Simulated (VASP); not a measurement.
# GaSb5 (P6mm) in VASP: notebook

Runs on GaSb5. Level: PBE. Tasks: single point, relaxation of cell and atoms.

All numbers are computed with VASP 6.6.1; they aren't measurements. Logs are shortened: lines on timing, memory, paths and dates and some standing lists are left out, and cuts for length are marked.

## 1. The cell of the first run

The structure is hexagonal, space group P6mm (No. 183). The conventional cell has a = 6.215 Å, b = 6.215 Å, c = 4.886 Å, α = 90.00°, β = 90.00°, γ = 120.00°. Ga (site symmetry 6mm) has 18 Sb at 3.55 to 4.44 Å within 4.7 Å. Within 3.9 Å of Sb (site symmetry 2mm) lie 8 Sb at 2.94 to 3.12 Å and 2 Ga at 3.55 Å. Within 3.9 Å of Sb (site symmetry 3m) lie 9 Sb at 2.94 to 3.59 Å and 3 Ga at 3.68 Å.

## 2. Single point, PBE

INCAR

```
ALGO     = Normal         # electronic algorithm
EDIFF    = 1E-6           # SCF threshold, eV
ENCUT    = 520            # plane-wave cutoff, eV
GGA      = PE             # functional
ISIF     = 2              # what is computed and relaxed
ISMEAR   = 0              # smearing method
LASPH    = True           # aspherical terms in the spheres
LCHARG   = False          # write CHGCAR
LREAL    = False          # projectors in reciprocal space
LWAVE    = False          # write WAVECAR
NBANDS   = 28             # bands
NELM     = 80             # most SCF steps
PREC     = Accurate       # precision mode
SIGMA    = 0.1            # smearing width, eV
```

KPOINTS

```
k-points
0
Gamma
  3 3 4
```

POSCAR

```
GaSb5
1.0
    6.2152966300      0.0000000000      0.0000000000
   -3.1076483100      5.3826047700      0.0000000000
    0.0000000000      0.0000000000      4.8859815700
Ga Sb
1 5
Direct
    0.0000000000      0.0000000000      0.0193443700
    0.5000000000      0.0000000000      0.3710892600
    0.0000000000      0.5000000000      0.3710892600
    0.5000000000      0.5000000000      0.3710892600
    0.3333333300      0.6666666700      0.8486676100
    0.6666666700      0.3333333300      0.8486676100
```

Potentials or basis: VASP PAW PBE potentials, release 64 (Ga_d, Sb).

Command:

```sh
cat potpaw_PBE.64/Ga_d/POTCAR potpaw_PBE.64/Sb/POTCAR > POTCAR
mpirun -np 1 vasp_std > vasp.out
```

OUTCAR:

```text
EDIFF = 1E-6
   ENCUT = 520
   GGA = PE
   ISIF = 2
   ISMEAR = 0
   LASPH = True
   LREAL = False
   NELM = 80
   PREC = Accurate

 ion  position               nearest neighbor table
   1  0.000  0.000  0.019-
   2  0.500  0.000  0.371-   5 2.94   6 2.94   4 3.11   4 3.11   3 3.11   3 3.11   5 3.12   6 3.12

   3  0.000  0.500  0.371-   5 2.94   6 2.94   2 3.11   2 3.11   4 3.11   4 3.11   5 3.12   6 3.12

   4  0.500  0.500  0.371-   5 2.94   6 2.94   2 3.11   2 3.11   3 3.11   3 3.11   5 3.12   6 3.12

   5  0.333  0.667  0.849-   2 2.94   3 2.94   4 2.94   2 3.12   3 3.12   4 3.12   6 3.59   6 3.59
                             6 3.59
   6  0.667  0.333  0.849-   2 2.94   3 2.94   4 2.94   2 3.12   3 3.12   4 3.12   5 3.59   5 3.59
                             5 3.59

  LATTYP: Found a hexagonal cell.
 ALAT       =     6.2152966300
 C/A-ratio  =     0.7861220246

  Lattice vectors:

 A1 = (   6.2152966300,   0.0000000000,   0.0000000000)
 A2 = (  -3.1076483100,   5.3826047700,   0.0000000000)
 A3 = (   0.0000000000,   0.0000000000,   4.8859815700)

Analysis of symmetry for initial positions (statically):
=====================================================================
 Subroutine PRICEL returns:
 Original cell was already a primitive cell.

 Routine SETGRP: Setting up the symmetry group for a
 hexagonal supercell.

 Subroutine GETGRP returns: Found 12 space group operations
 (whereof 12 operations were pure point group operations)
 out of a pool of 24 trial point group operations.

The static configuration has the point symmetry C_6v.

Analysis of symmetry for dynamics (positions and initial velocities):
=====================================================================
 Subroutine PRICEL returns:
 Original cell was already a primitive cell.

 Routine SETGRP: Setting up the symmetry group for a
 hexagonal supercell.

 Subroutine GETGRP returns: Found 12 space group operations
 (whereof 12 operations were pure point group operations)
 out of a pool of 24 trial point group operations.

The dynamic configuration has the point symmetry C_6v.

 Subroutine INISYM returns: Found 12 space group operations
 (whereof 12 operations are pure point group operations),
 and found     1 'primitive' translations

----------------------------------------------------------------------------------------

                                     Primitive cell

  volume of cell :     163.4580

  direct lattice vectors                    reciprocal lattice vectors
     6.215296630  0.000000000  0.000000000     0.160893367  0.092891829  0.000000000
    -3.107648310  5.382604770  0.000000000     0.000000000  0.185783657  0.000000000
     0.000000000  0.000000000  4.885981570     0.000000000  0.000000000  0.204667166

  length of vectors
     6.215296630  6.215296624  4.885981570     0.185783657  0.185783657  0.204667166

  position of ions in fractional coordinates (direct lattice)
     0.000000000  0.000000000  0.019344370
     0.500000000  0.000000000  0.371089260
     0.000000000  0.500000000  0.371089260
     0.500000000  0.500000000  0.371089260
     0.333333330  0.666666670  0.848667610
     0.666666670  0.333333330  0.848667610

  ion indices of the primitive-cell ions
   primitive index   ion index
                 1           1
                 2           2
                 3           3
                 4           4
                 5           5
                 6           6

----------------------------------------------------------------------------------------

 KPOINTS: k-points

Automatic generation of k-mesh.
 Grid dimensions read from file:
 generate k-points for:    3    3    4

 Generating k-lattice:

  Cartesian coordinates                     Fractional coordinates (reciprocal lattice)
     0.053631122  0.030963943  0.000000000     0.333333333  0.000000000  0.000000000
     0.000000000  0.061927886  0.000000000     0.000000000  0.333333333  0.000000000
     0.000000000  0.000000000  0.051166791     0.000000000  0.000000000  0.250000000

  Length of vectors
     0.061927886  0.061927886  0.051166791

  Shift w.r.t. Gamma in fractional coordinates (k-lattice)
     0.000000000  0.000000000  0.000000000

 Subroutine IBZKPT returns following result:
 ===========================================

 Found      9 irreducible k-points:

 Following reciprocal coordinates:
            Coordinates               Weight
  0.000000  0.000000  0.000000      1.000000
  0.333333  0.000000  0.000000      6.000000
  0.333333  0.333333  0.000000      2.000000
  0.000000  0.000000  0.250000      2.000000
  0.333333  0.000000  0.250000     12.000000
  0.333333  0.333333  0.250000      4.000000
  0.000000  0.000000  0.500000      1.000000
  0.333333  0.000000  0.500000      6.000000
  0.333333  0.333333  0.500000      2.000000
   k-points           NKPTS =      9   k-points in BZ     NKDIM =      9   number of bands    NBANDS=     28
   number of dos      NEDOS =    301   number of ions     NIONS =      6
   total plane-waves  NPLWV =  82944
   dimension x,y,z NGX =    48 NGY =   48 NGZ =   36
   dimension x,y,z NGXF=    96 NGYF=   96 NGZF=   72
   ions per type =               1   5
   NGX,Y,Z   is equivalent  to a cutoff of  12.84, 12.84, 12.25 a.u.
   NGXF,Y,Z  is equivalent  to a cutoff of  25.68, 25.68, 24.50 a.u.
 SYSTEM =  unknown system
   PREC   = accura    normal or accurate (medium, high low for compatibility)
   ISTART =      0    job   : 0-new  1-cont  2-samecut
   ICHARG =      2    charge: 1-file 2-atom 10-const
   ISPIN  =      1    spin polarized calculation?
   LNONCOLLINEAR =      F non collinear calculations
   LSORBIT =      F    spin-orbit coupling
   LASPH  =      T    aspherical Exc in radial PAW
   ENCUT  =  520.0 eV  38.22 Ry    6.18 a.u.  11.56 11.56  9.08*2*pi/ulx,y,z
   NELM   =     80;   NELMIN=  2; NELMDL= -5     # of ELM steps
   EDIFF  = 0.1E-05   stopping-criterion for ELM
   LREAL  =      F    real-space projection
   EDIFFG = 0.1E-04   stopping-criterion for IOM
   NSW    =      0    number of steps for IOM
   IBRION =     -1    ionic relax: 0-MD 1-quasi-New 2-CG
   NFREE  =      0    steps in history (QN), initial steepest desc. (CG)
   ISIF   =      2    stress and relaxation
   ISYM   =      2    0-nonsym 1-usesym 2-fastsym
   POTIM  = 0.5000    time-step for ionic-motion
   TEBEG  =    0.0;   TEEND  =   0.0 temperature during run
   PSTRESS=    0.0 pullay stress
   NELECT =      38.0000    total number of electrons
   NUPDOWN=      -1.0000    fix difference up-down
   EMIN   =  10.00;   EMAX   =-10.00  energy-range for DOS
   EFERMI =   0.00;   METHOD = LEGACY
   ISMEAR =     0;   SIGMA  =   0.10  broadening in eV -4-tet -1-fermi 0-gaus
   EFERMI_NEDOS =   21; number of points for ismear=-14 and -15
   IALGO  =     38    algorithm
   IMIX   =      4    mixing-type and parameters
     AMIX     =   0.40;   BMIX     =  1.00
     AMIX_MAG =   1.60;   BMIX_MAG =  1.00
  volume/ion in A,a.u.               =      27.24       183.84
  Fermi-wavevector in a.u.,A,eV,Ry     =   1.006624  1.902244 13.786674  1.013292
  Thomas-Fermi vector in A             =   2.139378
   LORBIT       =      0    0 simple, 1 ext, 2 COOP (PROOUT), +10 PAW based schemes
   GGA     = PE    functional components
   LHFCALC =     F    Hartree Fock is set to
   AEXX    =    0.0000 exact exchange contribution
   IVDW    =     0    specifies the selected vdW correction
   LEPSILON=     F    determine dielectric tensor
   LRPA    =     F    only Hartree local field effects (RPA)
 non-spin polarized calculation
 Gauss-broadening in eV      SIGMA  =   0.10
  energy-cutoff  :      520.00
  volume of cell :      163.46
 maximum number of plane-waves:      4426
 NGX is ok and might be reduce to    48
   NGX = 23   NGY = 23   NGZ = 19

 number of electron      38.0000003 magnetization

 Free energy of the ion-electron system (eV)
  ---------------------------------------------------
  ext. energy  EPLUGINS =         0.00000000
  ---------------------------------------------------
  free energy    TOTEN  =       -20.34187364 eV

  energy without entropy =      -20.31452501  energy(sigma->0) =      -20.32819932

 E-fermi :   7.4208     XC(G=0):  -9.8452

 val. band max:        7.3986661232   @ k =   0.3333   0.0000   0.0000
 cond. band min:       7.5066008201   @ k =   0.3333   0.0000   0.5000
 fundamental gap:      0.1079346970
 Fermi energy:         7.4208495879

 k-point     1 :       0.0000    0.0000    0.0000
  band No.  band energies     occupation
      1      -7.4491      2.00000
      2      -7.4453      2.00000
      3      -7.4453      2.00000
      4      -7.4379      2.00000
      5      -7.4379      2.00000
      6      -5.9789      2.00000
[... 20 lines left out ...]
     27      11.2563      0.00000
     28      11.9216      0.00000

 k-point     2 :       0.3333    0.0000    0.0000
  band No.  band energies     occupation
      1      -7.4482      2.00000
      2      -7.4458      2.00000
      3      -7.4454      2.00000
      4      -7.4387      2.00000
      5      -7.4370      2.00000
      6      -5.5430      2.00000
[... 20 lines left out ...]
     27      11.1562      0.00000
     28      11.9865      0.00000

 k-point     3 :       0.3333    0.3333    0.0000
  band No.  band energies     occupation
      1      -7.4477      2.00000
      2      -7.4457      2.00000
      3      -7.4457      2.00000
      4      -7.4379      2.00000
      5      -7.4379      2.00000
      6      -4.8297      2.00000
[... 20 lines left out ...]
     27      10.9165      0.00000
     28      10.9165      0.00000

 k-point     4 :       0.0000    0.0000    0.2500
  band No.  band energies     occupation
      1      -7.4478      2.00000
      2      -7.4458      2.00000
      3      -7.4458      2.00000
      4      -7.4377      2.00000
      5      -7.4377      2.00000
      6      -5.6191      2.00000
[... 20 lines left out ...]
     27      12.6712      0.00000
     28      12.8217      0.00000

 k-point     5 :       0.3333    0.0000    0.2500
  band No.  band energies     occupation
      1      -7.4471      2.00000
      2      -7.4466      2.00000
      3      -7.4460      2.00000
      4      -7.4383      2.00000
      5      -7.4369      2.00000
      6      -5.1800      2.00000
[... 20 lines left out ...]
     27      11.4453      0.00000
     28      11.8890      0.00000

 k-point     6 :       0.3333    0.3333    0.2500
  band No.  band energies     occupation
      1      -7.4466      2.00000
      2      -7.4466      2.00000
      3      -7.4466      2.00000
      4      -7.4376      2.00000
      5      -7.4376      2.00000
      6      -4.4631      2.00000
[... 20 lines left out ...]
     27      10.6461      0.00000
     28      12.3155      0.00000

 k-point     7 :       0.0000    0.0000    0.5000
  band No.  band energies     occupation
      1      -7.4466      2.00000
      2      -7.4463      2.00000
      3      -7.4463      2.00000
      4      -7.4375      2.00000
      5      -7.4375      2.00000
      6      -4.9620      2.00000
[... 20 lines left out ...]
     27      11.8656      0.00000
     28      12.4873      0.00000

 k-point     8 :       0.3333    0.0000    0.5000
  band No.  band energies     occupation
      1      -7.4477      2.00000
      2      -7.4466      2.00000
      3      -7.4458      2.00000
      4      -7.4379      2.00000
      5      -7.4368      2.00000
      6      -4.5116      2.00000
[... 20 lines left out ...]
     27      11.4455      0.00000
     28      11.5453      0.00000

 k-point     9 :       0.3333    0.3333    0.5000
  band No.  band energies     occupation
      1      -7.4475      2.00000
      2      -7.4475      2.00000
      3      -7.4454      2.00000
      4      -7.4373      2.00000
      5      -7.4373      2.00000
      6      -3.7743      2.00000
[... 20 lines left out ...]
     27      10.8018      0.00000
     28      10.8018      0.00000

------------------------ aborting loop because EDIFF is reached ----------------------------------------

  FORCE on cell =-STRESS in cart. coord.  units (eV):
  Direction    XX          YY          ZZ          XY          YZ          ZX
  --------------------------------------------------------------------------------------
  -------------------------------------------------------------------------------------
  Total        5.7909762      5.7909762     17.1357987      0.0000000      0.0000000      0.0000000
  in kB       56.7618037     56.7618036    167.9611179      0.0000001      0.0000000      0.0000000
  external PRESSURE =      93.8282418 kB  Pullay stress =       0.0000000 kB

 VOLUME and BASIS-vectors are now :
 -----------------------------------------------------------------------------
  energy-cutoff  :      520.00
  volume of cell :      163.46
      direct lattice vectors                 reciprocal lattice vectors
     6.215296630  0.000000000  0.000000000     0.160893367  0.092891829  0.000000000
    -3.107648310  5.382604770  0.000000000     0.000000000  0.185783657  0.000000000
     0.000000000  0.000000000  4.885981570     0.000000000  0.000000000  0.204667166

 POSITION                                       TOTAL-FORCE (eV/Angst)
 -----------------------------------------------------------------------------------
      0.00000      0.00000      0.09452         0.000000      0.000000     -0.229499
      3.10765      0.00000      1.81314        -0.000000      0.000000     -0.480427
     -1.55382      2.69130      1.81314         0.000000      0.000000     -0.480427
      1.55382      2.69130      1.81314        -0.000000      0.000000     -0.480427
     -0.00000      3.58840      4.14657        -0.000000     -0.000000      0.835390
      3.10765      1.79420      4.14657         0.000000     -0.000000      0.835390
 -----------------------------------------------------------------------------------
    total drift:                               -0.000000     -0.000000     -0.001491

  FREE ENERGIE OF THE ION-ELECTRON SYSTEM (eV)
  ---------------------------------------------------
  free  energy   TOTEN  =       -20.3418736389 eV

  energy  without entropy=      -20.3145250086  energy(sigma->0) =      -20.32819932
```

It took 31 s on 1 thread of AMD EPYC 7R13 (Zen 3), shared host; peak memory 0.24 GiB.

What came out:

```yaml
Free_energy: -20.3419 eV
Pressure: 9.4 GPa
Largest_force: 0.835 eV/Å
Band_gap_on_the_k_mesh: zero (band 19 reaches 7.89 eV, above the bottom of band 20 at 6.91 eV)
```

Forces in eV/Å, atoms in the order of the input:
```
Ga   0.000  0.000 -0.229
Sb   0.000  0.000 -0.480
Sb   0.000  0.000 -0.480
Sb   0.000  0.000 -0.480
Sb   0.000  0.000  0.835
Sb   0.000  0.000  0.835
```

Stress tensor (GPa, compression positive):
```
 5.68  0.00  0.00
 0.00  5.68  0.00
 0.00  0.00 16.80
```

Caveat: the k points lie up to 0.39 Å⁻¹ apart; spin-orbit coupling is left out, which moves the levels of the heavy elements.

## 3. Relaxation of cell and atoms, PBE

INCAR

```
SYSTEM = GaSb5
ALGO = Normal
EDIFF = 1E-6
EDIFFG = -0.04
ENCUT = 600
GGA = PE
IBRION = 2
ISIF = 3
ISMEAR = 0
LASPH = .True.
LCHARG = .False.
LREAL = .False.
LWAVE = .False.
NELM = 100
NSW = 90
PREC = Accurate
SIGMA = 0.1
```

KPOINTS

```
k-points
0
Gamma
  3 3 4
  0 0 0
```

POSCAR is that of step 2.

Potentials or basis: VASP PAW PBE potentials, release 64 (Ga_d, Sb).

Command:

```sh
cat potpaw_PBE.64/Ga_d/POTCAR potpaw_PBE.64/Sb/POTCAR > POTCAR
mpirun -np 1 vasp_std > vasp.out
```

Wall time 10 min (1 thread of AMD EPYC 7R13 (Zen 3), shared host); peak memory 0.31 GiB.

Results (log left out):

```yaml
Free_energy: -21.8966 eV
Relaxed_volume: 30.78 Å³/atom
Relaxed_cell: a = 5.930 Å, b = 5.930 Å, c = 6.065 Å, α = 90.00°, β = 90.00°, γ = 120.00°
Space_group_after_relaxing_to_0.05_Å: P6/mmm (No. 191)
Energy_gained_by_relaxing: 259.1 meV/atom
Ionic_steps: 30
Pressure_after_relaxing: 0.2 GPa
Largest_force_after_relaxing: 0.018 eV/Å
Band_gap_on_the_k_mesh: zero (band 19 reaches 6.50 eV, above the bottom of band 20 at 4.83 eV)
```

Forces in eV/Å, atoms in the order of the input:
```
Ga   0.000  0.000 -0.007
Sb   0.000  0.000  0.014
Sb   0.000  0.000  0.014
Sb   0.000  0.000  0.014
Sb   0.000  0.000 -0.018
Sb   0.000  0.000 -0.018
```

Stress tensor (GPa, compression positive):
```
0.20 0.00 0.00
0.00 0.20 0.00
0.00 0.00 0.09
```

Step by step:
```
step  energy change (eV)  largest force (eV/Å)  pressure (GPa)  volume (Å³)
   1              0.0000                0.8352            9.38       163.46
   2             -0.8294                0.0645           -2.84       203.67
   3             -0.9345                0.1240           -0.62       191.14
   4             -0.9795                0.1448           -0.15       188.64
   5             -1.0295                0.1646            0.90       183.83
   6             -1.1170                0.5722            3.48       173.77
   7             -1.1325                0.5840            3.49       173.72
   8             -1.1738                0.5857            3.58       173.52
   9             -1.1633                0.5006            4.26       172.98
  10             -1.1868                0.5585            3.80       173.30
  11             -1.2150                0.5456            3.40       174.48
  12             -1.2824                0.5077            2.27       178.05
  13             -1.3468                0.4427            0.29       185.33
  14             -1.3493                0.4302           -0.12       187.05
  15             -1.3493                0.4276           -0.22       187.33
  16             -1.3519                0.4262           -0.18       187.30
  17             -1.3597                0.4210           -0.17       187.19
  18             -1.3748                0.4089           -0.13       186.97
  19             -1.4036                0.3848           -0.06       186.54
  20             -1.4522                0.3198            0.12       185.69
  21             -1.5043                0.1657            0.65       183.98
  22             -1.5145                0.1567            0.47       184.45
  23             -1.5340                0.1275           -0.02       185.86
  24             -1.5282                0.1620           -0.88       188.68
  25             -1.5385                0.1328           -0.43       187.02
  26             -1.5419                0.1269           -0.28       186.54
  27             -1.5477                0.1055            0.00       185.10
  28             -1.5480                0.0970            0.12       184.62
  29             -1.5522                0.0648            0.12       184.64
  30             -1.5548                0.0176            0.16       184.67
```

Final structure:
```
CELL_PARAMETERS angstrom
5.92971 0.00000 0.00000
-2.96485 5.13528 0.00000
0.00000 0.00000 6.06453
ATOMIC_POSITIONS crystal
Ga 0.00000 0.00000 0.88967
Sb 0.50000 0.00000 0.38771
Sb 0.00000 0.50000 0.38771
Sb 0.50000 0.50000 0.38771
Sb 0.33333 0.66667 0.88857
Sb 0.66667 0.33333 0.88857
```

Levels at points of the mesh, in eV from the Fermi level:
| k point | band 16 | band 17 | band 18 | band 19 | band 20 | band 21 | band 22 | band 23 |
| --- | --- | --- | --- | --- | --- | --- | --- | --- |
| (0.00, 0.00, 0.00) | -2.34 | -2.34 | -1.15 | -0.84 | -0.84 | -0.52 | -0.52 | 1.82 |
| (0.00, 0.00, 0.50) | -3.55 | -2.19 | -1.66 | -1.66 | -1.54 | 0.63 | 0.95 | 1.90 |

Caveat: the k points lie up to 0.41 Å⁻¹ apart in the final cell; spin-orbit coupling is left out, which moves the levels of the heavy elements.
